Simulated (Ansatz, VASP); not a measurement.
## AgCl: VASP beside Ansatz

INCAR

```
SYSTEM = AgCl
ALGO = Normal
EDIFF = 1E-7
ENCUT = 520
GGA = PE
ISIF = 2
ISMEAR = 0
LASPH = .True.
LCHARG = .False.
LREAL = .False.
LWAVE = .False.
NBANDS = 26
NELM = 80
PREC = Accurate
SIGMA = 0.02
```

KPOINTS

```
k-points
0
Gamma
  8 8 6
  0 0 0
```

POSCAR

```
AgCl
1.0
    3.8096223931      0.0000000000      0.1570751600
    0.0000000000      3.9484454389      0.0000000000
   -0.3098602317      0.0000000000      5.6728849772
Ag Cl
2 2
Direct
    0.1804811674      0.2500000000      0.2467656621
    0.8195188326      0.7500000000      0.7532343379
    0.7854717237      0.7500000000      0.2539683156
    0.2145282763      0.2500000000      0.7460316844
```

Input for Ansatz:

```yaml
crystal:
  lattice:
    - [3.8096223931, 0.0, 0.15707516]
    - [0.0, 3.9484454389, 0.0]
    - [-0.3098602317, 0.0, 5.6728849772]
  atoms:
    - { symbol: Ag, position: [0.1804811674, 0.25, 0.2467656621] }
    - { symbol: Ag, position: [0.8195188326, 0.75, 0.7532343379] }
    - { symbol: Cl, position: [0.7854717237, 0.75, 0.2539683156] }
    - { symbol: Cl, position: [0.2145282763, 0.25, 0.7460316844] }
basis:
  ecutwfc: 420
kpoints:
  mp_grid: { grid: [8, 8, 6] }
hamiltonian:
  xc: pbe
scf:
  occupations: { method: gaussian, width: 0.02 }
output:
  forces: true
  stress: true
  eigenvalues: true
```

Alike in both runs: task single point; functional PBE; k mesh 8 × 8 × 6; occupations gaussian, width 0.02 eV; no spin polarisation.

|  | VASP | Ansatz |
| --- | --- | --- |
| version | VASP 6.6.1 | Ansatz 0.2.0 |
| potentials or method | VASP PAW PBE potentials, release 64 (Ag, Cl), cutoff 520 eV | scalar-relativistic, plane waves, PAW |
| valence electrons in the cell | 36 | 52 |

|  | VASP | Ansatz | Ansatz less VASP |
| --- | --- | --- | --- |
| gap on the k mesh at the Fermi level (eV) | 0.68 | 0.68 | +0.005 |
| least direct gap on the mesh (eV) | 2.10 | 2.10 | +0.004 |
| pressure (GPa) | 4.8 | 5.0 | +0.14 |
| traceless stress, the component that is largest in VASP (GPa) | 3.29 | 3.31 | +0.020 |
| rms of the force components (eV/Å) | 0.457 | 0.460 | +0.0037 |

Atom by atom the forces differ by 0.004 eV/Å (rms over components). VASP's potentials hold 36 valence electrons a cell and Ansatz's 52, so a difference there can come from the potentials and not from the codes.
